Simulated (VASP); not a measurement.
# BaS in VASP: settings compared

Aim: see how the results for BaS move with the level of theory and the settings. Levels: PBE, r2SCAN. Tasks: single point.

Everything below comes from runs of VASP 6.6.1. Logs are shortened: lines on timing, memory, paths and dates and some standing lists are left out, and cuts for length are marked.

## (1) The cell of the first run

It takes space group Fm-3m (No. 225, cubic). The conventional cell has a = 6.587 Å, b = 6.587 Å, c = 6.587 Å, α = 90.00°, β = 90.00°, γ = 90.00°. Ba (site symmetry m-3m) has 6 S at 3.29 Å within 4.3 Å. S (site symmetry m-3m) has 6 Ba at 3.29 Å within 4.3 Å.

## (2) Single point, PBE (strain +2.5%)

INCAR

```
SYSTEM = BaS
ALGO = Normal
EDIFF = 1E-7
ENCUT = 520
GGA = PE
ISIF = 2
ISMEAR = -1
LASPH = .True.
LCHARG = .False.
LREAL = .False.
LWAVE = .False.
NBANDS = 15
NELM = 100
PREC = Accurate
SIGMA = 0.02
```

KPOINTS

```
k-points
0
Gamma
  8 8 8
  0 0 0
```

POSCAR

```
BaS
1.0
    0.0000000000      3.2933754885      3.2933754885
    3.2933754885      0.0000000000      3.2933754885
    3.2933754885      3.2933754885      0.0000000000
Ba S
1 1
Direct
    0.0000000000      0.0000000000      0.0000000000
    0.5000000000      0.5000000000      0.5000000000
```

Potentials or basis: VASP PAW PBE potentials, release 64 (Ba_sv, S).

Command:

```sh
cat potpaw_PBE.64/Ba_sv/POTCAR potpaw_PBE.64/S/POTCAR > POTCAR
mpirun -np 1 vasp_std > vasp.out
```

OUTCAR:

```text
SYSTEM = BaS
   EDIFF = 1E-7
   ENCUT = 520
   GGA = PE
   ISIF = 2
   ISMEAR = -1
   LASPH = .True.
   LREAL = .False.
   NELM = 100
   PREC = Accurate

 ion  position               nearest neighbor table
   1  0.000  0.000  0.000-   2 3.29   2 3.29   2 3.29   2 3.29   2 3.29   2 3.29
   2  0.500  0.500  0.500-   1 3.29   1 3.29   1 3.29   1 3.29   1 3.29   1 3.29

  LATTYP: Found a face centered cubic cell.
 ALAT       =     6.5867509770

  Lattice vectors:

 A1 = (   0.0000000000,   3.2933754885,   3.2933754885)
 A2 = (   3.2933754885,   0.0000000000,   3.2933754885)
 A3 = (   3.2933754885,   3.2933754885,   0.0000000000)

Analysis of symmetry for initial positions (statically):
=====================================================================
 Subroutine PRICEL returns:
 Original cell was already a primitive cell.

 Routine SETGRP: Setting up the symmetry group for a
 face centered cubic supercell.

 Subroutine GETGRP returns: Found 48 space group operations
 (whereof 48 operations were pure point group operations)
 out of a pool of 48 trial point group operations.

The static configuration has the point symmetry O_h .

Analysis of symmetry for dynamics (positions and initial velocities):
=====================================================================
 Subroutine PRICEL returns:
 Original cell was already a primitive cell.

 Routine SETGRP: Setting up the symmetry group for a
 face centered cubic supercell.

 Subroutine GETGRP returns: Found 48 space group operations
 (whereof 48 operations were pure point group operations)
 out of a pool of 48 trial point group operations.

The dynamic configuration has the point symmetry O_h .

 Subroutine INISYM returns: Found 48 space group operations
 (whereof 48 operations are pure point group operations),
 and found     1 'primitive' translations

----------------------------------------------------------------------------------------

                                     Primitive cell

  volume of cell :      71.4420

  direct lattice vectors                    reciprocal lattice vectors
     0.000000000  3.293375489  3.293375489    -0.151819919  0.151819919  0.151819919
     3.293375489  0.000000000  3.293375489     0.151819919 -0.151819919  0.151819919
     3.293375489  3.293375489  0.000000000     0.151819919  0.151819919 -0.151819919

  length of vectors
     4.657536282  4.657536282  4.657536282     0.262959813  0.262959813  0.262959813

  position of ions in fractional coordinates (direct lattice)
     0.000000000  0.000000000  0.000000000
     0.500000000  0.500000000  0.500000000

  ion indices of the primitive-cell ions
   primitive index   ion index
                 1           1
                 2           2

----------------------------------------------------------------------------------------

 KPOINTS: k-points

Automatic generation of k-mesh.
 Grid dimensions read from file:
 generate k-points for:    8    8    8

 Generating k-lattice:

  Cartesian coordinates                     Fractional coordinates (reciprocal lattice)
    -0.018977490  0.018977490  0.018977490     0.125000000  0.000000000  0.000000000
     0.018977490 -0.018977490  0.018977490     0.000000000  0.125000000  0.000000000
     0.018977490  0.018977490 -0.018977490     0.000000000  0.000000000  0.125000000

  Length of vectors
     0.032869977  0.032869977  0.032869977

  Shift w.r.t. Gamma in fractional coordinates (k-lattice)
     0.000000000  0.000000000  0.000000000

 Subroutine IBZKPT returns following result:
 ===========================================

 Found     29 irreducible k-points:

 Following reciprocal coordinates:
            Coordinates               Weight
  0.000000  0.000000  0.000000      1.000000
  0.125000  0.000000  0.000000      8.000000
  0.250000  0.000000  0.000000      8.000000
  0.375000  0.000000  0.000000      8.000000
  0.500000  0.000000  0.000000      4.000000
  0.125000  0.125000  0.000000      6.000000
[... 16 lines left out ...]
  0.500000  0.250000  0.125000     48.000000
 -0.375000  0.250000  0.125000     24.000000
 [... further k-points ...]
   k-points           NKPTS =     29   k-points in BZ     NKDIM =     29   number of bands    NBANDS=     15
   number of dos      NEDOS =    301   number of ions     NIONS =      2
   total plane-waves  NPLWV =  46656
   dimension x,y,z NGX =    36 NGY =   36 NGZ =   36
   dimension x,y,z NGXF=    72 NGYF=   72 NGZF=   72
   ions per type =               1   1
   NGX,Y,Z   is equivalent  to a cutoff of  12.85, 12.85, 12.85 a.u.
   NGXF,Y,Z  is equivalent  to a cutoff of  25.70, 25.70, 25.70 a.u.
 SYSTEM =  BaS
   PREC   = accura    normal or accurate (medium, high low for compatibility)
   ISTART =      0    job   : 0-new  1-cont  2-samecut
   ICHARG =      2    charge: 1-file 2-atom 10-const
   ISPIN  =      1    spin polarized calculation?
   LNONCOLLINEAR =      F non collinear calculations
   LSORBIT =      F    spin-orbit coupling
   LASPH  =      T    aspherical Exc in radial PAW
   ENCUT  =  520.0 eV  38.22 Ry    6.18 a.u.   8.66  8.66  8.66*2*pi/ulx,y,z
   NELM   =    100;   NELMIN=  2; NELMDL= -5     # of ELM steps
   EDIFF  = 0.1E-06   stopping-criterion for ELM
   LREAL  =      F    real-space projection
   EDIFFG = 0.1E-05   stopping-criterion for IOM
   NSW    =      0    number of steps for IOM
   IBRION =     -1    ionic relax: 0-MD 1-quasi-New 2-CG
   NFREE  =      0    steps in history (QN), initial steepest desc. (CG)
   ISIF   =      2    stress and relaxation
   ISYM   =      2    0-nonsym 1-usesym 2-fastsym
   POTIM  = 0.5000    time-step for ionic-motion
   TEBEG  =    0.0;   TEEND  =   0.0 temperature during run
   PSTRESS=    0.0 pullay stress
   NELECT =      16.0000    total number of electrons
   NUPDOWN=      -1.0000    fix difference up-down
   EMIN   =  10.00;   EMAX   =-10.00  energy-range for DOS
   EFERMI =   0.00;   METHOD = LEGACY
   ISMEAR =    -1;   SIGMA  =   0.02  broadening in eV -4-tet -1-fermi 0-gaus
   EFERMI_NEDOS =   21; number of points for ismear=-14 and -15
   IALGO  =     38    algorithm
   IMIX   =      4    mixing-type and parameters
     AMIX     =   0.40;   BMIX     =  1.00
     AMIX_MAG =   1.60;   BMIX_MAG =  1.00
  volume/ion in A,a.u.               =      35.72       241.06
  Fermi-wavevector in a.u.,A,eV,Ry     =   0.994177  1.878722 13.447826  0.988387
  Thomas-Fermi vector in A             =   2.126110
   LORBIT       =      0    0 simple, 1 ext, 2 COOP (PROOUT), +10 PAW based schemes
   GGA     = PE    functional components
   LHFCALC =     F    Hartree Fock is set to
   AEXX    =    0.0000 exact exchange contribution
   IVDW    =     0    specifies the selected vdW correction
   LEPSILON=     F    determine dielectric tensor
   LRPA    =     F    only Hartree local field effects (RPA)
 non-spin polarized calculation
  energy-cutoff  :      520.00
  volume of cell :       71.44
 maximum number of plane-waves:      1936
   NGX = 17   NGY = 17   NGZ = 17

 number of electron      15.9999998 magnetization

 Free energy of the ion-electron system (eV)
  ---------------------------------------------------
  ext. energy  EPLUGINS =         0.00000000
  ---------------------------------------------------
  free energy    TOTEN  =       -10.16494886 eV

  energy without entropy =      -10.16494886  energy(sigma->0) =      -10.16494886

 E-fermi :   1.3984     XC(G=0):  -8.2497

 val. band max:        1.0033439922   @ k =   0.0000   0.0000   0.0000
 cond. band min:       3.2420073539   @ k =   0.5000   0.5000   0.0000
 fundamental gap:      2.2386633617
 Fermi energy:         1.3983861837

 k-point     1 :       0.0000    0.0000    0.0000
  band No.  band energies     occupation
      1     -25.3792      2.00000
      2     -10.4407      2.00000
      3     -10.4407      2.00000
      4     -10.4407      2.00000
      5      -9.2218      2.00000
      6       1.0033      2.00000
      7       1.0033      2.00000
      8       1.0033      2.00000
      9       4.1722      0.00000
     10       4.8401      0.00000
     11       4.8401      0.00000
     12       4.8401      0.00000
     13       5.6729      0.00000
     14       5.6729      0.00000
     15       9.5656      0.00000

 k-point     2 :       0.1250    0.0000    0.0000
  band No.  band energies     occupation
      1     -25.3752      2.00000
      2     -10.6067      2.00000
      3     -10.4451      2.00000
      4     -10.4451      2.00000
      5      -9.0429      2.00000
      6       0.6293      2.00000
      7       0.8294      2.00000
      8       0.8294      2.00000
      9       4.6445      0.00000
     10       4.9266      0.00000
     11       5.0491      0.00000
     12       5.0491      0.00000
     13       6.0634      0.00000
     14       6.0634      0.00000
     15      10.1226      0.00000

 k-point     3 :       0.2500    0.0000    0.0000
  band No.  band energies     occupation
      1     -25.3654      2.00000
      2     -10.9021      2.00000
      3     -10.4557      2.00000
      4     -10.4557      2.00000
      5      -8.7152      2.00000
      6      -0.0384      2.00000
      7       0.4774      2.00000
      8       0.4774      2.00000
      9       5.0047      0.00000
     10       5.6309      0.00000
     11       5.6309      0.00000
     12       5.8738      0.00000
     13       7.0513      0.00000
     14       7.0513      0.00000
     15      11.0902      0.00000
[... 343 lines left out ...]
 k-point    23 :       0.5000    0.2500    0.1250
  band No.  band energies     occupation
      1     -25.3505      2.00000
      2     -11.0164      2.00000
      3     -10.5701      2.00000
      4     -10.4987      2.00000
      5      -8.6086      2.00000
      6      -0.3226      2.00000
      7       0.2084      2.00000
      8       0.4935      2.00000
      9       4.8217      0.00000
     10       6.2443      0.00000
     11       6.8336      0.00000
     12       6.9535      0.00000
     13       8.0207      0.00000
     14       9.1486      0.00000
     15       9.6976      0.00000

 k-point    24 :      -0.3750    0.2500    0.1250
  band No.  band energies     occupation
      1     -25.3472      2.00000
      2     -11.0546      2.00000
      3     -10.5773      2.00000
      4     -10.5148      2.00000
      5      -8.5736      2.00000
      6      -0.3453      2.00000
      7       0.2399      2.00000
      8       0.2806      2.00000
      9       5.5381      0.00000
     10       5.6894      0.00000
     11       7.2684      0.00000
     12       7.3782      0.00000
     13       8.3271      0.00000
     14       9.2403      0.00000
     15       9.6917      0.00000

 [... further k-points ...]

------------------------ aborting loop because EDIFF is reached ----------------------------------------

  FORCE on cell =-STRESS in cart. coord.  units (eV):
  Direction    XX          YY          ZZ          XY          YZ          ZX
  --------------------------------------------------------------------------------------
  -------------------------------------------------------------------------------------
  Total       -0.9680652     -0.9680652     -0.9680652      0.0000000      0.0000000     -0.0000000
  in kB      -21.7100821    -21.7100821    -21.7100821      0.0000000      0.0000000     -0.0000000
  external PRESSURE =     -21.7100821 kB  Pullay stress =       0.0000000 kB

 VOLUME and BASIS-vectors are now :
 -----------------------------------------------------------------------------
  energy-cutoff  :      520.00
  volume of cell :       71.44
      direct lattice vectors                 reciprocal lattice vectors
     0.000000000  3.293375489  3.293375489    -0.151819919  0.151819919  0.151819919
     3.293375489  0.000000000  3.293375489     0.151819919 -0.151819919  0.151819919
     3.293375489  3.293375489  0.000000000     0.151819919  0.151819919 -0.151819919

 POSITION                                       TOTAL-FORCE (eV/Angst)
 -----------------------------------------------------------------------------------
      0.00000      0.00000      0.00000         0.000000      0.000000      0.000000
      3.29338      3.29338      3.29338        -0.000000     -0.000000     -0.000000
 -----------------------------------------------------------------------------------
    total drift:                                0.000000      0.000000      0.000000

  FREE ENERGIE OF THE ION-ELECTRON SYSTEM (eV)
  ---------------------------------------------------
  free  energy   TOTEN  =       -10.1649488643 eV

  energy  without entropy=      -10.1649488643  energy(sigma->0) =      -10.16494886
```

Wall time 68 s (1 thread of Intel Xeon 8259CL, shared host); peak memory 0.21 GiB.

What came out:

* Free energy: -10.1649 eV
* Pressure: -2.2 GPa
* Band gap on the k mesh: 2.24 eV (least direct gap 2.41 eV)

Levels at points of the mesh, in eV from the valence-band top:
```
           k point  band 4  band 5  band 6  band 7  band 8  band 9  band 10  band 11  band 12  band 13
(0.00, 0.00, 0.00)  -11.44  -10.23    0.00    0.00    0.00    3.17     3.84     3.84     3.84     4.67
(0.50, 0.00, 0.00)  -11.47   -9.36   -1.75   -0.92   -0.92    5.23     5.40     5.95     5.95     8.21
(0.50, 0.50, 0.00)  -11.58  -10.13   -0.60   -0.18   -0.18    2.24     5.49     5.68     7.00     7.00
```

Caveat: the cell differs from its parent crystal (strain +2.5%); spin-orbit coupling is left out, which moves the levels of the heavy elements.

## (3) Single point, r2SCAN (strain +2.5%)

POSCAR is that of step 2.

INCAR.step1

```
SYSTEM = BaS
  PREC = Accurate
  ENCUT = 520
  ISMEAR = 0
  SIGMA = 0.01
  LREAL = .False.
  LASPH = .True.
  NELM = 60
  NBANDS = 15
  GGA = PE
  ALGO = Normal
  EDIFF = 1E-4
  LWAVE = .True.
  LCHARG = .False.
```

INCAR.step2

```
SYSTEM = BaS
  PREC = Accurate
  ENCUT = 520
  EDIFF = 1E-6
  ISMEAR = 0
  SIGMA = 0.01
  LREAL = .False.
  LASPH = .True.
  NELM = 60
  ALGO = Normal
  ISIF = 2
  LWAVE = .False.
  LCHARG = .True.
  METAGGA = R2SCAN
  LMIXTAU = .True.
  LELF = .True.
  LVHAR = .True.
  NBANDS = 15
  ISTART = 1
```

KPOINTS

```
Automatic mesh
0
Gamma
  8 8 8
  0 0 0
```

Potentials or basis: VASP PAW PBE potentials, release 64 (Ba_sv, S).

Command:

```sh
cat potpaw_PBE.64/Ba_sv/POTCAR potpaw_PBE.64/S/POTCAR > POTCAR
cp INCAR.step1 INCAR
mpirun -np 1 vasp_std > vasp.out
cp INCAR.step2 INCAR
mpirun -np 1 vasp_std > vasp.out
```

OUTCAR:

```text
SYSTEM = BaS
   PREC = Accurate
   ENCUT = 520
   EDIFF = 1E-6
   ISMEAR = 0
   LREAL = .False.
   LASPH = .True.
   NELM = 60
   ISIF = 2
   METAGGA = R2SCAN
   ISTART = 1

 ion  position               nearest neighbor table
   1  0.000  0.000  0.000-   2 3.29   2 3.29   2 3.29   2 3.29   2 3.29   2 3.29
   2  0.500  0.500  0.500-   1 3.29   1 3.29   1 3.29   1 3.29   1 3.29   1 3.29

  LATTYP: Found a face centered cubic cell.
 ALAT       =     6.5867509770

  Lattice vectors:

[... 620 lines left out ...]

  FORCE on cell =-STRESS in cart. coord.  units (eV):
  Direction    XX          YY          ZZ          XY          YZ          ZX
  --------------------------------------------------------------------------------------
  -------------------------------------------------------------------------------------
  Total       -1.0683263     -1.0683263     -1.0683263     -0.0000000      0.0000000     -0.0000000
  in kB      -23.9585621    -23.9585621    -23.9585621     -0.0000000      0.0000000     -0.0000000
  external PRESSURE =     -23.9585621 kB  Pullay stress =       0.0000000 kB

 VOLUME and BASIS-vectors are now :
 -----------------------------------------------------------------------------
  energy-cutoff  :      520.00
  volume of cell :       71.44
      direct lattice vectors                 reciprocal lattice vectors
     0.000000000  3.293375489  3.293375489    -0.151819919  0.151819919  0.151819919
     3.293375489  0.000000000  3.293375489     0.151819919 -0.151819919  0.151819919
     3.293375489  3.293375489  0.000000000     0.151819919  0.151819919 -0.151819919

 POSITION                                       TOTAL-FORCE (eV/Angst)
 -----------------------------------------------------------------------------------
      0.00000      0.00000      0.00000         0.000000      0.000000     -0.000000
      3.29338      3.29338      3.29338         0.000000      0.000000      0.000000
 -----------------------------------------------------------------------------------
    total drift:                                0.000000      0.000000      0.000000

  FREE ENERGIE OF THE ION-ELECTRON SYSTEM (eV)
  ---------------------------------------------------
  free  energy   TOTEN  =       -39.1732549478 eV

  energy  without entropy=      -39.1732549478  energy(sigma->0) =      -39.17325495
```

Wall time 4.5 min (1 thread of Intel Xeon 8259CL, shared host); peak memory 0.23 GiB.

Results:

```
Free energy            : -39.1733 eV
Pressure               : -2.4 GPa
Band gap on the k mesh : 2.59 eV (least direct gap 2.77 eV)
```

Levels at points of the mesh, in eV from the valence-band top:
```csv
k point,band 4,band 5,band 6,band 7,band 8,band 9,band 10,band 11,band 12,band 13
"(0.00, 0.00, 0.00)",-11.77,-10.66,0.00,0.00,0.00,3.76,4.28,4.28,4.28,5.22
"(0.50, 0.00, 0.00)",-11.79,-9.72,-1.73,-0.92,-0.92,5.71,5.84,6.49,6.49,8.89
"(0.50, 0.50, 0.00)",-11.90,-10.57,-0.61,-0.18,-0.18,2.59,6.16,6.27,7.55,7.55
```

Caveat: the cell differs from its parent crystal (strain +2.5%); the PAW data sets were made with another functional, which shifts forces and pressure a little; spin-orbit coupling is left out, which moves the levels of the heavy elements. A k mesh can miss the band edges.

[end of part 1 of 2]
